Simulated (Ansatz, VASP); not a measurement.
One calculation of TeRu, two programs

File INCAR:

```
SYSTEM = TeRu
ALGO = Normal ; EDIFF = 1E-6
ENCUT = 520 ; GGA = PE
GGA_COMPAT = .FALSE. ; ISIF = 2
ISMEAR = 0 ; LASPH = .TRUE.
LCHARG = .TRUE. ; LDAU = .TRUE.
LDAUJ = 0.5 0 ; LDAUL = 2 -1
LDAUPRINT = 1 ; LDAUTYPE = 1
LDAUU = 4 0 ; LMAXMIX = 4
LORBIT = 11 ; LORBMOM = .TRUE.
LREAL = .FALSE. ; LSORBIT = .TRUE.
LVHAR = .TRUE. ; LWAVE = .FALSE.
MAGMOM = 0 0 4 0 0 0 ; NBANDS = 32
NELM = 150 ; PREC = Accurate
SIGMA = 0.05
```

File KPOINTS:

```
k-points
0
G
  6 6 6
  0 0 0
```

File POSCAR:

```
TeRu
1.0
    0.0000000000      2.8688747200      2.8688747200
    2.8688747200      0.0000000000      2.8688747200
    2.8688747200      2.8688747200      0.0000000000
Ru Te
1 1
Direct
    0.5000000000      0.5000000000      0.5000000000
    0.0000000000      0.0000000000      0.0000000000
```

Input for Ansatz:

```yaml
crystal:
  lattice:
    - [0.0, 2.86887472, 2.86887472]
    - [2.86887472, 0.0, 2.86887472]
    - [2.86887472, 2.86887472, 0.0]
  atoms:
    - { symbol: Ru, position: [0.5, 0.5, 0.5], spin: 4.0, spin_axis: [0.0, 0.0, 1.0] }
    - { symbol: Te, position: [0.0, 0.0, 0.0] }
basis:
  ecutwfc: 420
  ecutrho_ratio: 4
kpoints:
  mp_grid: { grid: [6, 6, 6] }
hamiltonian:
  xc: pbe
  hubbard: { sites: [{ site: 0, l: d, u: 4.0, j: 0.5 }] }
scf:
  occupations: { method: gaussian, width: 0.05 }
  lower_state_search: "off"
  max_iter: 150
output:
  forces: true
  stress: true
  eigenvalues: true
  populations: true
  hubbard: { sites: [{ site: 0, l: d }] }
magnetization:
  noncollinear: true
  spin_orbit: true
```

Alike in both runs: task single point; functional PBE; k mesh 6 × 6 × 6; occupations gaussian, width 0.05 eV; non-collinear spin, spin-orbit coupling; Hubbard terms Ru d U = 4.0 eV, J = 0.5 eV.

```csv
,VASP,Ansatz
version,VASP 6.6.1,Ansatz 0.2.0
potentials or method,"VASP PAW PBE potentials, release 64 (Ru_pv, Te), cutoff 520 eV","plane waves, PAW"
valence electrons in the cell,20,32
```

|  | VASP | Ansatz | Ansatz less VASP |
| --- | --- | --- | --- |
| pressure (GPa) | -1.7 | -0.3 | +1.40 |
| traceless stress, the component that is largest in VASP (GPa) | -0.24 | -0.81 | -0.574 |
| net moment per atom (μB) | 0.90 | 0.60 | -0.302 |

The net moments are unlike, so the other rows may belong to different states. The programs project onto different local orbitals, so the same U acts differently, and such runs can settle in different states. VASP's potentials hold 20 valence electrons a cell and Ansatz's 32, so a difference there can come from the potentials and not from the codes. Ansatz's warnings: filled band counts differ across k points, stress scf threshold loose.
